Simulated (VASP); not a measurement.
# ZnF2 (P4_2/mnm) in VASP: relaxation of the atoms with PBE

Aim: the relaxation of the atoms of ZnF2 with PBE.

Program: VASP 6.6.1. These are calculated values, not measurements. Logs are shortened: lines on timing, memory, paths and dates and some standing lists are left out, and cuts for length are marked.

## 1. The cell of the first run

It takes space group P4_2/mnm (No. 136, tetragonal). The conventional cell has a = 4.703 Å, b = 4.703 Å, c = 3.133 Å, α = 90.00°, β = 90.00°, γ = 90.00°. Within 2.7 Å of Zn (site symmetry mmm) lie 6 F at 2.02 to 2.04 Å. F (site symmetry m2m) has 3 Zn at 2.02 to 2.04 Å and 1 F at 2.62 Å within 2.7 Å.

## 2. Relaxation of the atoms, PBE

INCAR reads:

```
SYSTEM = ZnF2
PREC = Accurate
ENCUT = 520
EDIFF = 1E-7
ISMEAR = -1
SIGMA = 0.01
LREAL = .False.
LASPH = .True.
NELM = 120
ALGO = Normal
ISIF = 2
LWAVE = .False.
LCHARG = .False.
GGA = PE
IBRION = 2
NSW = 80
EDIFFG = -0.02
GGA_COMPAT = .False.
NELMIN = 4
```

KPOINTS reads:

```
regular mesh
0
Gamma
  7 7 11
  0 0 0
```

POSCAR reads:

```
ZnF2
1.0
    4.7029441700      0.0000000000      0.0000000000
    0.0000000000      4.7029441700      0.0000000000
    0.0000000000      0.0000000000      3.1328902100
Zn F
2 4
Direct
    0.5000000000      0.5000000000      0.5000000000
    0.0000000000      0.0000000000      0.0000000000
    0.6968616200      0.6968616200      0.0000000000
    0.8031383800      0.1968616200      0.5000000000
    0.3031383800      0.3031383800      0.0000000000
    0.1968616200      0.8031383800      0.5000000000
```

Potentials or basis: VASP PAW PBE potentials, release 64 (Zn, F).

Command:

```bash
cat potpaw_PBE.64/Zn/POTCAR potpaw_PBE.64/F/POTCAR > POTCAR
mpirun -np 1 vasp_std > vasp.out
```

OUTCAR:

```text
SYSTEM = ZnF2
   PREC = Accurate
   ENCUT = 520
   EDIFF = 1E-7
   ISMEAR = -1
   LREAL = .False.
   LASPH = .True.
   NELM = 120
   ISIF = 2
   GGA = PE
   IBRION = 2
   NSW = 80
   EDIFFG = -0.02
   NELMIN = 4

 ion  position               nearest neighbor table
   1  0.500  0.500  0.500-   4 2.02   6 2.02   5 2.04   3 2.04   3 2.04   5 2.04
   2  0.000  0.000  0.000-   3 2.02   5 2.02   4 2.04   6 2.04   4 2.04   6 2.04
   3  0.697  0.697  0.000-   2 2.02   1 2.04   1 2.04
   4  0.803  0.197  0.500-   1 2.02   2 2.04   2 2.04
   5  0.303  0.303  0.000-   2 2.02   1 2.04   1 2.04
   6  0.197  0.803  0.500-   1 2.02   2 2.04   2 2.04

  LATTYP: Found a simple tetragonal cell.
 ALAT       =     4.7029441700
 C/A-ratio  =     0.6661550928

  Lattice vectors:

 A1 = (   4.7029441700,   0.0000000000,   0.0000000000)
 A2 = (   0.0000000000,   4.7029441700,   0.0000000000)
 A3 = (   0.0000000000,   0.0000000000,   3.1328902100)

Analysis of symmetry for initial positions (statically):
=====================================================================
 Subroutine PRICEL returns:
 Original cell was already a primitive cell.

 Routine SETGRP: Setting up the symmetry group for a
 simple tetragonal supercell.

 Subroutine GETGRP returns: Found 16 space group operations
 (whereof  8 operations were pure point group operations)
 out of a pool of 16 trial point group operations.

The static configuration has the point symmetry D_2h.
 The point group associated with its full space group is D_4h.

Analysis of symmetry for dynamics (positions and initial velocities):
=====================================================================
 Subroutine PRICEL returns:
 Original cell was already a primitive cell.

 Routine SETGRP: Setting up the symmetry group for a
 simple tetragonal supercell.

 Subroutine GETGRP returns: Found 16 space group operations
 (whereof  8 operations were pure point group operations)
 out of a pool of 16 trial point group operations.

The dynamic configuration has the point symmetry D_2h.
 The point group associated with its full space group is D_4h.

 Subroutine INISYM returns: Found 16 space group operations
 (whereof  8 operations are pure point group operations),
 and found     1 'primitive' translations

----------------------------------------------------------------------------------------

                                     Primitive cell

  volume of cell :      69.2923

  direct lattice vectors                    reciprocal lattice vectors
     4.702944170  0.000000000  0.000000000     0.212632760  0.000000000  0.000000000
     0.000000000  4.702944170  0.000000000     0.000000000  0.212632760  0.000000000
     0.000000000  0.000000000  3.132890210     0.000000000  0.000000000  0.319194077

  length of vectors
     4.702944170  4.702944170  3.132890210     0.212632760  0.212632760  0.319194077

  position of ions in fractional coordinates (direct lattice)
     0.500000000  0.500000000  0.500000000
     0.000000000  0.000000000  0.000000000
     0.696861620  0.696861620  0.000000000
     0.803138380  0.196861620  0.500000000
     0.303138380  0.303138380  0.000000000
     0.196861620  0.803138380  0.500000000

  ion indices of the primitive-cell ions
   primitive index   ion index
                 1           1
                 2           2
                 3           3
                 4           4
                 5           5
[... 72 lines left out ...]
   NELM   =    120;   NELMIN=  4; NELMDL= -5     # of ELM steps
   EDIFF  = 0.1E-06   stopping-criterion for ELM
   LREAL  =      F    real-space projection
   EDIFFG = -.2E-01   stopping-criterion for IOM
   NSW    =     80    number of steps for IOM
   IBRION =      2    ionic relax: 0-MD 1-quasi-New 2-CG
   NFREE  =      1    steps in history (QN), initial steepest desc. (CG)
   ISIF   =      2    stress and relaxation
   ISYM   =      2    0-nonsym 1-usesym 2-fastsym
   POTIM  = 0.5000    time-step for ionic-motion
   TEBEG  =    0.0;   TEEND  =   0.0 temperature during run
   PSTRESS=    0.0 pullay stress
   NELECT =      52.0000    total number of electrons
   NUPDOWN=      -1.0000    fix difference up-down
   EMIN   =  10.00;   EMAX   =-10.00  energy-range for DOS
   EFERMI =   0.00;   METHOD = LEGACY
   ISMEAR =    -1;   SIGMA  =   0.01  broadening in eV -4-tet -1-fermi 0-gaus
   EFERMI_NEDOS =   21; number of points for ismear=-14 and -15
   IALGO  =     38    algorithm
   IMIX   =      4    mixing-type and parameters
     AMIX     =   0.40;   BMIX     =  1.00
     AMIX_MAG =   1.60;   BMIX_MAG =  1.00
  volume/ion in A,a.u.               =      11.55        77.93
  Fermi-wavevector in a.u.,A,eV,Ry     =   1.487696  2.811339 30.112970  2.213241
  Thomas-Fermi vector in A             =   2.600825
   LORBIT       =      0    0 simple, 1 ext, 2 COOP (PROOUT), +10 PAW based schemes
   GGA     = PE    functional components
   LHFCALC =     F    Hartree Fock is set to
   AEXX    =    0.0000 exact exchange contribution
   IVDW    =     0    specifies the selected vdW correction
   LEPSILON=     F    determine dielectric tensor
   LRPA    =     F    only Hartree local field effects (RPA)
 conjugate gradient relaxation of ions
 non-spin polarized calculation
  energy-cutoff  :      520.00
  volume of cell :       69.29
 maximum number of plane-waves:      1899
 NGX is ok and might be reduce to    36
   NGX = 17   NGY = 17   NGZ = 11

--------------------------------------- Ionic step        1  -------------------------------------------

 number of electron      51.9999952 magnetization

 Free energy of the ion-electron system (eV)
  ---------------------------------------------------
  ext. energy  EPLUGINS =         0.00000000
  ---------------------------------------------------
  free energy    TOTEN  =       -23.15461004 eV

  energy without entropy =      -23.15461004  energy(sigma->0) =      -23.15461004

------------------------ aborting loop because EDIFF is reached ----------------------------------------

  FORCE on cell =-STRESS in cart. coord.  units (eV):
  Direction    XX          YY          ZZ          XY          YZ          ZX
  --------------------------------------------------------------------------------------
  -------------------------------------------------------------------------------------
  Total        2.7860672      2.7860672      3.1933506      0.0000000      0.0000000      0.0000000
  in kB       64.4195008     64.4195008     73.8367144      0.0000000      0.0000000      0.0000000
  external PRESSURE =      67.5585720 kB  Pullay stress =       0.0000000 kB

 VOLUME and BASIS-vectors are now :
 -----------------------------------------------------------------------------
  energy-cutoff  :      520.00
  volume of cell :       69.29
      direct lattice vectors                 reciprocal lattice vectors
     4.702944170  0.000000000  0.000000000     0.212632760  0.000000000  0.000000000
     0.000000000  4.702944170  0.000000000     0.000000000  0.212632760  0.000000000
     0.000000000  0.000000000  3.132890210     0.000000000  0.000000000  0.319194077

 POSITION                                       TOTAL-FORCE (eV/Angst)
 -----------------------------------------------------------------------------------
      2.35147      2.35147      1.56645         0.000000      0.000000      0.000000
      0.00000      0.00000      0.00000         0.000000      0.000000      0.000000
      3.27730      3.27730      0.00000         0.023890      0.023890      0.000000
      3.77711      0.92583      1.56645        -0.023890      0.023890      0.000000
      1.42564      1.42564      0.00000        -0.023890     -0.023890     -0.000000
      0.92583      3.77711      1.56645         0.023890     -0.023890     -0.000000
 -----------------------------------------------------------------------------------
    total drift:                                0.000000      0.000000      0.000000

  FREE ENERGIE OF THE ION-ELECTRON SYSTEM (eV)
  ---------------------------------------------------
  free  energy   TOTEN  =       -23.1546100384 eV

  energy  without entropy=      -23.1546100384  energy(sigma->0) =      -23.15461004

--------------------------------------- Ionic step        2  -------------------------------------------

 number of electron      51.9999954 magnetization

 Free energy of the ion-electron system (eV)
  ---------------------------------------------------
  ext. energy  EPLUGINS =         0.00000000
  ---------------------------------------------------
  free energy    TOTEN  =       -23.15478155 eV

  energy without entropy =      -23.15478155  energy(sigma->0) =      -23.15478155

 E-fermi :  -0.8122     XC(G=0): -10.2822

 val. band max:       -1.0987863778   @ k =   0.0000   0.0000   0.0000
 cond. band min:       2.3913729138   @ k =   0.0000   0.0000   0.0000
 fundamental gap:      3.4901592916
 Fermi energy:        -0.8121641725

 k-point     1 :       0.0000    0.0000    0.0000
  band No.  band energies     occupation
      1     -23.0122      2.00000
      2     -22.2368      2.00000
      3     -22.2368      2.00000
      4     -22.1978      2.00000
      5      -7.3710      2.00000
      6      -6.4782      2.00000
[... 805 lines left out ...]
     30      10.0330      0.00000
     31      11.6052      0.00000

 [... further k-points ...]
[... 5 lines left out ...]
  --------------------------------------------------------------------------------------
  -------------------------------------------------------------------------------------
  Total        2.7818090      2.7818090      3.1691424     -0.0000000      0.0000000      0.0000000
  in kB       64.3210412     64.3210412     73.2769718     -0.0000000      0.0000000      0.0000000
  external PRESSURE =      67.3063514 kB  Pullay stress =       0.0000000 kB

 VOLUME and BASIS-vectors are now :
 -----------------------------------------------------------------------------
  energy-cutoff  :      520.00
  volume of cell :       69.29
      direct lattice vectors                 reciprocal lattice vectors
     4.702944170  0.000000000  0.000000000     0.212632760  0.000000000  0.000000000
     0.000000000  4.702944170  0.000000000     0.000000000  0.212632760  0.000000000
     0.000000000  0.000000000  3.132890210     0.000000000  0.000000000  0.319194077

 POSITION                                       TOTAL-FORCE (eV/Angst)
 -----------------------------------------------------------------------------------
      2.35147      2.35147      1.56645        -0.000000     -0.000000      0.000000
      0.00000      0.00000      0.00000        -0.000000     -0.000000      0.000000
      3.27845      3.27845      0.00000         0.013386      0.013386      0.000000
      3.77596      0.92698      1.56645        -0.013386      0.013386      0.000000
      1.42449      1.42449      3.13289        -0.013386     -0.013386     -0.000000
      0.92698      3.77596      1.56645         0.013386     -0.013386     -0.000000
 -----------------------------------------------------------------------------------
    total drift:                                0.000000      0.000000      0.000000

  FREE ENERGIE OF THE ION-ELECTRON SYSTEM (eV)
  ---------------------------------------------------
  free  energy   TOTEN  =       -23.1547815480 eV

  energy  without entropy=      -23.1547815480  energy(sigma->0) =      -23.15478155

 reached required accuracy - stopping structural energy minimisation
```

Run time: 1.7 min. Hardware: 1 thread of Intel Xeon Platinum 8488C (Sapphire Rapids), shared host; peak memory 0.24 GiB.

Results:

| Quantity | Value |
| --- | --- |
| Free energy | -23.1548 eV |
| Energy gained by relaxing | 0.0 meV/atom |
| Ionic steps | 2 |
| Pressure after relaxing | 6.7 GPa |
| Largest force after relaxing | 0.019 eV/Å |
| Band gap on the k mesh | 3.49 eV |

Forces in eV/Å, atoms in the order of the input:
```
Zn   0.000  0.000  0.000
Zn   0.000  0.000  0.000
F    0.013  0.013  0.000
F   -0.013  0.013  0.000
F   -0.013 -0.013  0.000
F    0.013 -0.013  0.000
```

The path:
```
step  energy change (eV)  largest force (eV/Å)  pressure (GPa)
   1              0.0000                0.0338            6.76
   2             -0.0002                0.0189            6.73
```

Final structure:
```
CELL_PARAMETERS angstrom
4.70294 0.00000 0.00000
0.00000 4.70294 0.00000
0.00000 0.00000 3.13289
ATOMIC_POSITIONS crystal
Zn 0.50000 0.50000 0.50000
Zn 0.00000 0.00000 0.00000
F 0.69711 0.69711 0.00000
F 0.80289 0.19711 0.50000
F 0.30289 0.30289 0.00000
F 0.19711 0.80289 0.50000
```

A k mesh can miss the band edges.
